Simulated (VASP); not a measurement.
Input of a VASP 6.6.1 run:

File INCAR:

```
SYSTEM = Si3S2
ALGO = Normal
EDIFF = 1E-6
ENCUT = 520
GGA = PE
ISIF = 2
ISMEAR = 0
LASPH = .True.
LCHARG = .False.
LREAL = .False.
LWAVE = .False.
NBANDS = 20
NELM = 60
PREC = Accurate
SIGMA = 0.1
```

File KPOINTS:

```
k-points
0
Gamma
  6 6 4
  0 0 0
```

POSCAR

```
Si3S2
1.0
    4.2294851707      0.0000000000      0.0000000000
   -2.1147425853      3.6628416027      0.0000000000
    0.0000000000      0.0000000000      5.5459083727
Si S
3 2
Direct
    0.0000000000      0.0000000000      0.0000000000
    0.3333333333      0.6666666667      0.7740772963
    0.6666666667      0.3333333333      0.2259227037
    0.3333333333      0.6666666667      0.3554851275
    0.6666666667      0.3333333333      0.6445148725
```

Potentials or basis: VASP PAW PBE potentials, release 64 (Si, S).

Launch:

```console
$ cat potpaw_PBE.64/Si/POTCAR potpaw_PBE.64/S/POTCAR > POTCAR
$ mpirun -np 1 vasp_std > vasp.out
```

(1) Predict the largest force.

(2) Predict the pressure.

(3) Estimate the band gap on the k mesh.

Results:

(1) 0.019 eV/Å.

(2) 0.0 GPa.

(3) zero (bands 12 and 13 overlap by 2.08 eV).
